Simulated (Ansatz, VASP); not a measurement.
# HfO2 in VASP and in Ansatz

Contents of POSCAR:

```
HfO2
1.0
    0.0000000000      2.5575000000      2.5575000000
    2.5575000000      0.0000000000      2.5575000000
    2.5575000000      2.5575000000      0.0000000000
Hf O
1 2
Direct
    0.0000000000      0.0000000000      0.0000000000
    0.7500000000      0.7500000000      0.7500000000
    0.2500000000      0.2500000000      0.2500000000
```

File INCAR.step1:

```
PREC     = Accurate       # precision mode
ENCUT    = 520            # plane-wave cutoff, eV
EDIFF    = 1E-5           # SCF threshold, eV
ISMEAR   = -1             # smearing method
SIGMA    = 0.05           # smearing width, eV
LREAL    = F              # projectors in reciprocal space
LASPH    = T              # aspherical terms in the spheres
NELM     = 80             # most SCF steps
ALGO     = Normal         # electronic algorithm
ISIF     = 2              # what is computed and relaxed
LWAVE    = T              # write WAVECAR
NBANDS   = 18             # bands
GGA      = PE             # functional
```

INCAR.step2

```
PREC     = Accurate       # precision mode
ENCUT    = 520            # plane-wave cutoff, eV
EDIFF    = 1E-7           # SCF threshold, eV
ISMEAR   = -1             # smearing method
SIGMA    = 0.05           # smearing width, eV
LREAL    = F              # projectors in reciprocal space
LASPH    = T              # aspherical terms in the spheres
NELM     = 80             # most SCF steps
ALGO     = Normal         # electronic algorithm
ISIF     = 2              # what is computed and relaxed
LWAVE    = F              # write WAVECAR
LCHARG   = T              # write CHGCAR
GGA      = PE             # functional
LHFCALC  = T              # exact exchange
HFSCREEN = 0.2079         # screening, 1/A
PRECFOCK = Normal       
LELF     = T              # ELF
LVHAR    = T            
NBANDS   = 18             # bands
ISTART   = 1
```

The input KPOINTS:

```
regular mesh
0
Gamma
  5 5 5
```

Contents of input.yaml:

```yaml
crystal:
  lattice:
    - [0.0, 2.5575, 2.5575]
    - [2.5575, 0.0, 2.5575]
    - [2.5575, 2.5575, 0.0]
  atoms:
    - { symbol: Hf, position: [0.0, 0.0, 0.0] }
    - { symbol: O, position: [0.75, 0.75, 0.75] }
    - { symbol: O, position: [0.25, 0.25, 0.25] }
hamiltonian:
  xc: hse06
  pseudopotentials: { kind: paw }
kpoints:
  mp_grid: { grid: [5, 5, 5] }
  band_path:
    path:
      - [[0.0, 0.0, 0.0], [0.5, 0.0, 0.5], [0.5, 0.25, 0.75], [0.375, 0.375, 0.75], [0.0, 0.0, 0.0], [0.5, 0.5, 0.5], [0.625, 0.25, 0.625], [0.5, 0.25, 0.75], [0.5, 0.5, 0.5], [0.375, 0.375, 0.75]]
      - [[0.625, 0.25, 0.625], [0.5, 0.0, 0.5]]
    npoints: 4
scf:
  occupations: { method: fermi_dirac, width: 0.05 }
  n_extra_bands: 7
output:
  forces: true
  stress: true
  eigenvalues: true
  fatbands: false
```

Alike in both runs: functional HSE06; k mesh 5 × 5 × 5; occupations fermi-dirac, width 0.05 eV; no spin polarisation.

```csv
,VASP,Ansatz
version,VASP 6.6.1,Ansatz 0.2.0
potentials or method,"VASP PAW PBE potentials, release 64 (Hf_pv, O)",Ansatz PAW
plane-wave cutoff (eV),520,420
valence electrons in the cell,22,38
task,single point,band structure
```

Ansatz gave:

- gap on the k mesh at the Fermi level (eV): 5.69
- pressure (GPa): -8.8

**Question.** Which values does VASP return?

**Answer.** gap on the k mesh at the Fermi level (eV): 5.60; pressure (GPa): -13.2.

VASP's potentials hold 22 valence electrons a cell and Ansatz's 38, so a difference there can come from the potentials and not from the codes.

The k mesh is coarse, so the values compare programs but aren't converged. Spin-orbit coupling is off throughout.
